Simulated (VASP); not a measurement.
## SrMo2: single point with PBE

The system is SrMo2.

```
Sr Mo
1.0
     3.18088    0.00000    0.00000
     0.00000    7.91549    0.00000
     0.00000    0.00000    5.98012
Sr Mo
2 4
Cartesian
  1.5904 3.9577 2.9901
  0.0000 0.0000 0.0000
  0.8298 7.0621 2.9901
  2.4203 4.8112 0.0000
  2.3510 0.8534 2.9901
  0.7606 3.1043 0.0000
```

```json
{
 "Program": "VASP 6.6.1",
 "Task": "single point",
 "Functional": "PBE",
 "Potentials or basis": "VASP PAW PBE potentials, release 64 (Sr_sv, Mo_sv)",
 "Cutoff": "520 eV",
 "k mesh": "10 × 6 × 6",
 "Occupations": "gaussian, width 0.1 eV",
 "Spin": "no spin polarisation"
}
```

```
Pressure               : 0.5 GPa
Largest force          : 0.170 eV/Å
Band gap on the k mesh : zero (bands 38 and 39 overlap by 0.66 eV)
```

Forces on the atoms (eV/Å):
```
Sr   0.000  0.000  0.000
Sr   0.000  0.000  0.000
Mo  -0.036 -0.166  0.000
Mo  -0.036  0.166  0.000
Mo   0.036  0.166  0.000
Mo   0.036 -0.166  0.000
```

Stress tensor (GPa, compression positive):
```
0.62 0.00 0.00
0.00 0.73 0.00
0.00 0.00 0.26
```

Levels at points of the mesh, in eV from the Fermi level:
```
           k point  band 35  band 36  band 37  band 38  band 39  band 40  band 41  band 42
(0.00, 0.00, 0.00)    -1.57    -1.36    -0.43    -0.26     0.48     0.60     0.71     0.80
(0.50, 0.00, 0.00)    -0.50    -0.50     0.05     0.05     0.65     0.65     0.69     0.69
(0.00, 0.50, 0.00)    -0.70    -0.70    -0.30    -0.30    -0.17    -0.17     0.53     0.53
(0.50, 0.50, 0.00)    -0.51    -0.51     0.02     0.02     0.50     0.50     1.04     1.04
(0.00, 0.00, 0.50)    -1.53    -1.53    -0.64    -0.64    -0.08    -0.08     0.71     0.71
(0.50, 0.00, 0.50)    -0.55    -0.55    -0.48    -0.48     0.57     0.57     1.02     1.02
(0.00, 0.50, 0.50)    -1.64    -1.64    -0.62    -0.62     0.19     0.19     0.61     0.61
(0.50, 0.50, 0.50)    -0.85    -0.85    -0.18    -0.18     0.34     0.34     1.12     1.12
```

Run time: 26 min on 1 thread of Intel Xeon 8259CL, with other jobs on the host, peak memory 0.63 GiB.
